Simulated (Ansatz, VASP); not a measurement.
# MgS: VASP beside Ansatz

```xyz
2
Lattice="0.0000 2.6016 2.6797 2.6016 0.0000 2.6797 2.6016 2.6016 0.0000" Properties=species:S:1:pos:R:3 pbc="T T T"
Mg    0.0000    0.0000    0.0000
S     2.6016    2.6016    2.6797
```

Change from the starting cell: zz strain of +3 %, crystal datasets.

Alike in both runs: task electric field gradients; functional LDA; k mesh 8 × 8 × 8; occupations fermi-dirac, width 0.01 eV; no spin polarisation.

```csv
,VASP,Ansatz
version,VASP 6.6.1,Ansatz 0.2.0
potentials or method,"VASP PAW LDA potentials, release 64 (Mg, S), cutoff 520 eV","all-electron PAW with datasets made for the crystal, scalar-relativistic"
```

|  | VASP | Ansatz | Ansatz less VASP |
| --- | --- | --- | --- |
| gap on the k mesh at the Fermi level (eV) | 2.37 | 2.38 | +0.006 |
| pressure (GPa) | -5.6 | -5.1 | +0.56 |
| traceless stress, the component that is largest in VASP (GPa) | -1.48 | -1.49 | -0.008 |
| size of Vzz on the site where it differs most (V/Å²) | 1.7 | 1.2 | -0.42 |

LDA's correlation is that of Perdew and Zunger in VASP and of Perdew and Wang (1992) in Ansatz. Ansatz ran all-electron here, and VASP with PAW potentials.
